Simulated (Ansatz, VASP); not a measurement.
**Al in VASP and in Ansatz**

```
Al
1.0
     4.81110    0.00000    0.00000
    -2.40555    4.16654    0.00000
     0.00000    0.00000   32.52223
Al
12
Cartesian
  0.0000 2.7777 19.0010
  2.4056 1.3888 19.2563
  0.0000 0.0000 19.4900
  1.5820 2.7581 21.6995
  -0.8080 1.4175 21.6995
  1.6316 -0.0090 21.6995
  -1.6042 2.7776 24.0841
  0.8021 1.3884 24.0841
  3.2076 0.0004 24.0841
  0.0000 2.7777 26.4784
  2.4056 1.3888 26.4644
  0.0000 0.0000 26.4681
```

Alike in both runs: task single point; functional PBE; k mesh 9 × 9 × 1; occupations methfessel-paxton of order 1, width 0.1 eV; no spin polarisation.

```csv
,VASP,Ansatz
version,VASP 6.6.1,Ansatz 0.2.0
potentials or method,"VASP PAW PBE potentials, release 64 (Al), cutoff 400 eV","scalar-relativistic, plane waves, PAW"
valence electrons in the cell,36,36
```

|  | VASP | Ansatz | Ansatz less VASP |
| --- | --- | --- | --- |
| gap on the k mesh at the Fermi level (eV) | none | none | - |
| rms of the force components (eV/Å) | 0.109 | 0.110 | +0.0002 |

Atom by atom the forces differ by 0.000 eV/Å (rms over components). A gap of «none» marks a metal or a gap that the smearing closes. The functional is the same, so the differences come from potentials, cutoffs and numerics.
